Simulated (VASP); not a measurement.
Crystal: Al5Cu.

```
CELL_PARAMETERS angstrom
2.83527 0.00000 0.00000
-1.41764 2.45542 0.00000
0.00000 0.00000 13.51612
ATOMIC_POSITIONS crystal
Al 0.33333 0.66667 0.65040
Al 0.33333 0.66667 0.00000
Al 0.33333 0.66667 0.34960
Al 0.66667 0.33333 0.82453
Al 0.66667 0.33333 0.17547
Cu 0.66667 0.33333 0.50000
```

```yaml
Program: VASP 6.6.1
Task: relaxation of cell and atoms
Functional: PBE
Potentials_or_basis: VASP PAW PBE potentials, release 64 (Al, Cu)
Cutoff: 600 eV
k_mesh: 18 × 18 × 4
Occupations: gaussian, width 0.1 eV
Spin: no spin polarisation
```

At the start: pressure 0.4 GPa; volume 15.68 Å³/atom.

Q: How do energy, volume and symmetry change on relaxing?

A: Over 6 steps the energy falls by 62.5 meV/atom and the volume is 15.70 Å³/atom (+0.1 %); space group P-6m2 (No. 187, to 0.1 Å) before and after.

Step by step:
```csv
step,energy change (eV),largest force (eV/Å),pressure (GPa),volume (Å³)
1,0.0000,0.1170,0.44,94.10
2,-0.3657,0.0271,-0.43,94.68
3,-0.3738,0.0245,-0.47,94.68
4,-0.3745,0.0095,-0.27,94.46
5,-0.3747,0.0036,-0.11,94.28
6,-0.3748,0.0085,-0.01,94.22
```

Final structure:
```yaml
crystal:
  lattice:
    - [2.83575, 0.00000, 0.00000]
    - [-1.41787, 2.45583, 0.00000]
    - [0.00000, 0.00000, 13.52905]
  atoms:
    - { symbol: Al, position: [0.33333, 0.66667, 0.65048] }
    - { symbol: Al, position: [0.33333, 0.66667, 0.00000] }
    - { symbol: Al, position: [0.33333, 0.66667, 0.34952] }
    - { symbol: Al, position: [0.66667, 0.33333, 0.82455] }
    - { symbol: Al, position: [0.66667, 0.33333, 0.17545] }
    - { symbol: Cu, position: [0.66667, 0.33333, 0.50000] }
```

Caveat: the highest band is partly filled, so the run has too few bands.
